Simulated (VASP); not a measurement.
The system is Cs3Li4Cd.

```xyz
8
Lattice="6.1738 0.0000 0.0000 0.0000 6.1738 0.0000 0.0000 0.0000 6.1738" Properties=species:S:1:pos:R:3 pbc="T T T"
Cs    0.0000    0.0000    3.0869
Cs    0.0000    3.0869    0.0000
Cs    3.0869    0.0000    0.0000
Li    0.0000    0.0000    0.0000
Li    3.0869    3.0869    0.0000
Li    3.0869    0.0000    3.0869
Li    0.0000    3.0869    3.0869
Cd    3.0869    3.0869    3.0869
```

The cell was built from a structure type or drawn by symmetry, and may not be a known phase.

| Quantity | Value |
| --- | --- |
| Program | VASP 6.6.1 |
| Task | relaxation of cell and atoms |
| Functional | PBE |
| Potentials or basis | VASP PAW PBE potentials, release 64 (Cs_sv, Li_sv, Cd) |
| Cutoff | 600 eV |
| k mesh | 4 × 4 × 4 |
| Occupations | gaussian, width 0.1 eV |
| Spin | no spin polarisation |

At the start: pressure 4.7 GPa; volume 29.42 Å³/atom.

**Question.** Where does the relaxation end?

**Answer.** Over 4 steps the energy falls by 202.4 meV/atom and the volume is 47.84 Å³/atom (+62.6 %); space group Pm-3m (No. 221, to 0.1 Å) before and after.

The path:
```
step  energy change (eV)  largest force (eV/Å)  pressure (GPa)  volume (Å³)
   1              0.0000                0.0000            4.69       235.32
   2             -0.7131                0.0000            2.97       265.85
   3             -1.5822                0.0000            0.49       354.29
   4             -1.6193                0.0000           -0.06       382.70
```

Final structure:
```
Cs Li Cd
1.0
     7.26028    0.00000    0.00000
     0.00000    7.26028    0.00000
     0.00000    0.00000    7.26028
Cs Li Cd
3 4 1
Direct
  0.00000 0.00000 0.50000
  0.00000 0.50000 0.00000
  0.50000 0.00000 0.00000
  0.00000 0.00000 0.00000
  0.50000 0.50000 0.00000
  0.50000 0.00000 0.50000
  0.00000 0.50000 0.50000
  0.50000 0.50000 0.50000
```

Caveat: the cutoff is under 1.25 times the usual one of these potentials, so pressure, stress and relaxed cells hold a basis-set (Pulay) error; the volume moved by over 15 % at a fixed basis, so the end points are rough.
